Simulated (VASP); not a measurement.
# GaN (P6_3mc) in VASP: further runs, part 2 of 2

VASP 6.6.1. Earlier steps stand in the parts before.

### 3 Relaxation of shape and atoms at fixed volume, PBE (10.35 Å³/atom)

This run uses another cell than the first one, of 10.35 Å³/atom.

INCAR

```
PREC = Accurate
ENCUT = 600
EDIFF = 1E-7
ISMEAR = 0
SIGMA = 0.02
LREAL = F
LASPH = T
NELM = 80
ALGO = Normal
ISIF = 4
LWAVE = F
LCHARG = F
GGA = PE
IBRION = 2
NSW = 50
EDIFFG = -0.01
```

KPOINTS

```
regular mesh
0
Gamma
  12 12 6
```

POSCAR

```
GaN
1.0
    3.0840397236      0.0000000000      0.0000000000
   -1.5420198618      2.6708567469      0.0000000000
    0.0000000000      0.0000000000      5.0247328757
Ga N
2 2
Direct
    0.3333333333      0.6666666667     -0.0007072805
    0.6666666667      0.3333333333      0.4992927195
    0.3333333333      0.6666666667      0.3757072805
    0.6666666667      0.3333333333      0.8757072805
```

Potentials or basis: VASP PAW PBE potentials, release 64 (Ga_d, N).

Started as:

```console
$ cat potpaw_PBE.64/Ga_d/POTCAR potpaw_PBE.64/N/POTCAR > POTCAR
$ mpirun -np 1 vasp_std > vasp.out
```

Run time: 3 min. Hardware: 1 thread of Intel Xeon 8259CL, shared host; peak memory 0.23 GiB.

The run converged. Its results:

| Item | Value |
| --- | --- |
| Free energy | -23.8700 eV |
| Pressure after relaxing | 28.9 GPa |
| Largest force after relaxing | 0.006 eV/Å |
| Band gap on the k mesh | 2.57 eV |

Forces on the atoms (eV/Å):
```
Ga   0.000  0.000  0.006
Ga   0.000  0.000  0.006
N    0.000  0.000 -0.006
N    0.000  0.000 -0.006
```

Stress tensor (GPa, compression positive):
```
28.81  0.00  0.00
 0.00 28.81  0.00
 0.00  0.00 28.95
```

Final structure:
```xyz
4
Lattice="3.0840 0.0000 0.0000 -1.5420 2.6709 0.0000 0.0000 0.0000 5.0247" Properties=species:S:1:pos:R:3 pbc="T T T"
Ga    0.0000    1.7806    5.0212
Ga    1.5420    0.8903    2.5088
N     0.0000    1.7806    1.8878
N     1.5420    0.8903    4.4002
```

Levels at points of the mesh, in eV from the valence-band top:
```
           k point  band 16  band 17  band 18  band 19  band 20  band 21
(0.00, 0.00, 0.00)    -0.06     0.00     0.00     2.57     4.92     9.76
(0.50, 0.00, 0.00)    -3.11    -2.51    -1.13     5.34     6.03     6.42
(0.00, 0.00, 0.50)    -0.59    -0.59    -0.59     4.89     4.89     8.99
(0.50, 0.00, 0.50)    -2.20    -2.12    -2.12     4.70     4.70     8.39
```

Caveat: the relaxation stopped at its first step, so nothing moved.

### 4 Relaxation of shape and atoms at fixed volume, PBE (10.70 Å³/atom)

This run uses another cell than the first one, of 10.70 Å³/atom.

INCAR

```
SYSTEM = GaN
PREC = Accurate ; ENCUT = 600
EDIFF = 1E-7 ; ISMEAR = 0
SIGMA = 0.02 ; LREAL = .FALSE.
LASPH = .TRUE. ; NELM = 80
ALGO = Normal ; ISIF = 4
LWAVE = .FALSE. ; LCHARG = .FALSE.
GGA = PE ; IBRION = 2
NSW = 50 ; EDIFFG = -0.01
```

KPOINTS

```
regular mesh
0
G
  12 12 6
  0 0 0
```

POSCAR

```
GaN
1.0
    3.1187177961      0.0000000000      0.0000000000
   -1.5593588980      2.7008888387      0.0000000000
    0.0000000000      0.0000000000      5.0811201980
Ga N
2 2
Direct
    0.3333333333      0.6666666667     -0.0008303343
    0.6666666667      0.3333333333      0.4991696657
    0.3333333333      0.6666666667      0.3758303343
    0.6666666667      0.3333333333      0.8758303343
```

Started as:

```console
$ cat potpaw_PBE.64/Ga_d/POTCAR potpaw_PBE.64/N/POTCAR > POTCAR
$ mpirun -np 1 vasp_std > vasp.out
```

It took 4 min on 1 thread of Intel Xeon 8259CL, shared host; peak memory 0.23 GiB.

The run converged. Its results:

```yaml
Free_energy: -24.0852 eV
Energy_gained_by_relaxing: 0.0 meV/atom
Ionic_steps: 3
Pressure_after_relaxing: 19.8 GPa
Band_gap_on_the_k_mesh: 2.35 eV
```

Stress tensor (GPa, compression positive):
```
19.73  0.00  0.00
 0.00 19.73  0.00
 0.00  0.00 19.87
```

Final structure:
```
CELL_PARAMETERS angstrom
3.11884 0.00000 0.00000
-1.55942 2.70100 0.00000
0.00000 0.00000 5.08071
ATOMIC_POSITIONS crystal
Ga 0.33333 0.66667 0.99926
Ga 0.66667 0.33333 0.49926
N 0.33333 0.66667 0.37574
N 0.66667 0.33333 0.87574
```

Levels at points of the mesh, in eV from the valence-band top:
```
           k point  band 15  band 16  band 17  band 18  band 19  band 20  band 21  band 22
(0.00, 0.00, 0.00)    -1.12    -0.05     0.00     0.00     2.35     4.69     9.57    10.27
(0.50, 0.00, 0.00)    -4.50    -2.98    -2.40    -1.08     5.25     5.91     6.26     9.14
(0.00, 0.00, 0.50)    -0.57    -0.57    -0.57    -0.57     4.67     4.67     8.82     8.82
(0.50, 0.00, 0.50)    -2.11    -2.11    -2.04    -2.04     4.61     4.61     8.18     8.18
```

### 5 Relaxation of shape and atoms at fixed volume, PBE (11.05 Å³/atom)

This run uses another cell than the first one, of 11.05 Å³/atom.

INCAR

```
SYSTEM = GaN
ALGO     = Normal         ! electronic algorithm
EDIFF    = 1E-6           ! SCF threshold, eV
EDIFFG   = -0.01          ! ionic threshold
ENCUT    = 600            ! plane-wave cutoff, eV
GGA      = PE             ! functional
IBRION   = 2              ! ionic algorithm
ISIF     = 4              ! what is computed and relaxed
ISMEAR   = 0              ! smearing method
LASPH    = .TRUE.         ! aspherical terms in the spheres
LCHARG   = .FALSE.        ! write CHGCAR
LREAL    = .FALSE.        ! projectors in reciprocal space
LWAVE    = .FALSE.        ! write WAVECAR
NELM     = 60             ! most SCF steps
NSW      = 50             ! ionic steps
PREC     = Accurate       ! precision mode
SIGMA    = 0.02           ! smearing width, eV
```

KPOINTS

```
k-points
0
G
  12 12 6
  0 0 0
```

POSCAR

```
GaN
1.0
    3.1527282780      0.0000000000      0.0000000000
   -1.5763641390      2.7303427800      0.0000000000
    0.0000000000      0.0000000000      5.1359998523
Ga N
2 2
Direct
    0.3333333333      0.6666666667     -0.0008683120
    0.6666666667      0.3333333333      0.4991316880
    0.3333333333      0.6666666667      0.3758683120
    0.6666666667      0.3333333333      0.8758683120
```

Started as:

```console
$ cat potpaw_PBE.64/Ga_d/POTCAR potpaw_PBE.64/N/POTCAR > POTCAR
$ mpirun -np 1 vasp_std > vasp.out
```

Wall time 2.9 min (1 thread of Intel Xeon 8259CL, shared host); peak memory 0.23 GiB.

Results (log left out):

```yaml
Free_energy: -24.2267 eV
Energy_gained_by_relaxing: 0.0 meV/atom
Ionic_steps: 2
Pressure_after_relaxing: 12.1 GPa
Largest_force_after_relaxing: 0.005 eV/Å
Band_gap_on_the_k_mesh: 2.13 eV
```

Forces in eV/Å, atoms in the order of the input:
```
Ga   0.000  0.000 -0.005
Ga   0.000  0.000 -0.005
N    0.000  0.000  0.005
N    0.000  0.000  0.005
```

Stress tensor (GPa, compression positive):
```
12.01  0.00  0.00
 0.00 12.01  0.00
 0.00  0.00 12.16
```

Final structure:
```xyz
4
Lattice="3.1529 0.0000 0.0000 -1.5764 2.7305 0.0000 0.0000 0.0000 5.1356" Properties=species:S:1:pos:R:3 pbc="T T T"
Ga    0.0000    1.8203    5.1317
Ga    1.5764    0.9102    2.5639
N     0.0000    1.8203    1.9297
N     1.5764    0.9102    4.4975
```

Levels at points of the mesh, in eV from the valence-band top:
```csv
k point,band 16,band 17,band 18,band 19,band 20,band 21
"(0.00, 0.00, 0.00)",-0.05,0.00,0.00,2.13,4.47,9.38
"(0.50, 0.00, 0.00)",-2.86,-2.30,-1.04,5.16,5.75,6.14
"(0.00, 0.00, 0.50)",-0.55,-0.55,-0.55,4.46,4.46,8.64
"(0.50, 0.00, 0.50)",-2.02,-1.96,-1.96,4.51,4.51,7.97
```

### 6 Relaxation of shape and atoms at fixed volume, PBE (11.41 Å³/atom)

This run uses another cell than the first one, of 11.41 Å³/atom.

INCAR

```
SYSTEM = GaN
PREC = Accurate
ENCUT = 600
EDIFF = 1E-6
ISMEAR = 0
SIGMA = 0.02
LREAL = .FALSE.
LASPH = .TRUE.
NELM = 80
ALGO = Normal
ISIF = 4
LWAVE = .FALSE.
LCHARG = .FALSE.
GGA = PE
IBRION = 2
NSW = 50
EDIFFG = -0.01
```

KPOINTS

```
Automatic mesh
0
G
  12 12 6
  0 0 0
```

POSCAR

```
GaN
1.0
    3.1859173304      0.0000000000      0.0000000000
   -1.5929586652      2.7590853425      0.0000000000
    0.0000000000      0.0000000000      5.1900669819
Ga N
2 2
Direct
    0.3333333333      0.6666666667     -0.0008683120
    0.6666666667      0.3333333333      0.4991316880
    0.3333333333      0.6666666667      0.3758683120
    0.6666666667      0.3333333333      0.8758683120
```

Potentials or basis: VASP PAW PBE potentials, release 64 (Ga_d, N).

Started as:

```console
$ cat potpaw_PBE.64/Ga_d/POTCAR potpaw_PBE.64/N/POTCAR > POTCAR
$ mpirun -np 1 vasp_std > vasp.out
```

It took 2.6 min on 1 thread of Intel Xeon 8259CL, shared host; peak memory 0.23 GiB.

Results (log left out):

| Property | Result |
| --- | --- |
| Free energy | -24.3054 eV |
| Pressure after relaxing | 5.5 GPa |
| Largest force after relaxing | 0.006 eV/Å |
| Band gap on the k mesh | 1.92 eV |

Forces in eV/Å, atoms in the order of the input:
```
Ga   0.000  0.000  0.006
Ga   0.000  0.000  0.006
N    0.000  0.000 -0.006
N    0.000  0.000 -0.006
```

Final structure:
```cif
data_structure
_symmetry_space_group_name_H-M 'P 1'
_symmetry_Int_Tables_number 1
_cell_length_a 3.1859
_cell_length_b 3.1859
_cell_length_c 5.1901
_cell_angle_alpha 90.000
_cell_angle_beta 90.000
_cell_angle_gamma 120.000
_cell_volume 45.62
loop_
_atom_site_label
_atom_site_type_symbol
_atom_site_fract_x
_atom_site_fract_y
_atom_site_fract_z
_atom_site_occupancy
Ga1 Ga 0.33333 0.66667 0.99913 1
Ga2 Ga 0.66667 0.33333 0.49913 1
N1 N 0.33333 0.66667 0.37587 1
N2 N 0.66667 0.33333 0.87587 1
```

Levels at points of the mesh, in eV from the valence-band top:
```
           k point  band 14  band 15  band 16  band 17  band 18  band 19  band 20  band 21  band 22
(0.00, 0.00, 0.00)    -1.03    -1.03    -0.04     0.00     0.00     1.92     4.26     9.20     9.90
(0.50, 0.00, 0.00)    -5.29    -4.20    -2.74    -2.20    -1.00     5.07     5.57     6.05     8.60
(0.00, 0.00, 0.50)    -3.84    -0.53    -0.53    -0.53    -0.53     4.26     4.26     8.47     8.47
(0.50, 0.00, 0.50)    -6.60    -1.94    -1.94    -1.89    -1.89     4.41     4.41     7.77     7.77
```

Caveat: the relaxation stopped at its first step, so nothing moved.

### 7 Summary

| task | cell | gap on the mesh (eV) | pressure (GPa) | largest force (eV/Å) |
| --- | --- | --- | --- | --- |
| relaxation of cell and atoms | relaxed from a = 3.180, b = 3.180, c = 5.166 Å, angles 90.0, 90.0, 120.0°, 4 atoms | 1.72 | 0.0 | - |
| relaxation of shape and atoms at fixed volume | relaxed from a = 3.084, b = 3.084, c = 5.025 Å, angles 90.0, 90.0, 120.0°, 4 atoms | 2.57 | 28.9 | 0.01 |
| relaxation of shape and atoms at fixed volume | relaxed from a = 3.119, b = 3.119, c = 5.081 Å, angles 90.0, 90.0, 120.0°, 4 atoms | 2.35 | 19.8 | - |
| relaxation of shape and atoms at fixed volume | relaxed from a = 3.153, b = 3.153, c = 5.136 Å, angles 90.0, 90.0, 120.0°, 4 atoms | 2.13 | 12.1 | - |
| relaxation of shape and atoms at fixed volume | relaxed from a = 3.186, b = 3.186, c = 5.190 Å, angles 90.0, 90.0, 120.0°, 4 atoms | 1.92 | 5.5 | 0.01 |

Alike in all rows: level PBE; potentials or basis VASP PAW PBE potentials, release 64 (Ga_d, N); no spin polarisation; k mesh 12 × 12 × 6; cutoff (eV) 600; smearing gaussian 0.02 eV.

Caveats: the relaxation stopped at its first step, so nothing moved (at least some runs).

Absolute energies hang on the potentials; compare differences alone.
